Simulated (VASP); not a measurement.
Input of a VASP 6.6.1 run:

File INCAR:

```
SYSTEM = Ge2Sb2O
PREC = Accurate ; ENCUT = 600
EDIFF = 1E-6 ; ISMEAR = 0
SIGMA = 0.1 ; LREAL = .False.
LASPH = .True. ; NELM = 120
ALGO = Normal ; ISIF = 2
LWAVE = .False. ; LCHARG = .False.
GGA = PE ; NBANDS = 30
GGA_COMPAT = .False.
```

Contents of KPOINTS:

```
Automatic mesh
0
Gamma
  12 12 6
  0 0 0
```

File POSCAR:

```
Ge2Sb2O
1.0
    4.7180978448      0.0000000000      0.0000000000
   -2.3590489224      4.0859925912      0.0000000000
    0.0000000000      0.0000000000      7.0136464598
Ge Sb O
2 2 1
Direct
    0.3333333333      0.6666666667      0.0000000000
    0.6666666667      0.3333333333      0.0000000000
    0.0000000000      0.0000000000      0.7086362911
    0.0000000000      0.0000000000      0.2913637089
    0.0000000000      0.0000000000      0.0000000000
```

Potentials or basis: VASP PAW PBE potentials, release 64 (Ge_d, Sb, O).

Launch:

```console
$ cat potpaw_PBE.64/Ge_d/POTCAR potpaw_PBE.64/Sb/POTCAR potpaw_PBE.64/O/POTCAR > POTCAR
$ mpirun -np 1 vasp_std > vasp.out
```

Problem. Predict the band gap on the k mesh.

Solution. Zero (bands 22 and 23 overlap by 1.75 eV).

Problem. Predict the pressure.

Solution. -0.1 GPa.

Problem. Estimate the largest force.

Solution. 0.010 eV/Å.

Forces on the atoms (eV/Å):
```
Ge   0.000  0.000  0.000
Ge   0.000  0.000  0.000
Sb   0.000  0.000  0.010
Sb   0.000  0.000 -0.010
O    0.000  0.000  0.000
```

Caveat: spin-orbit coupling is left out, which moves the levels of the heavy elements.
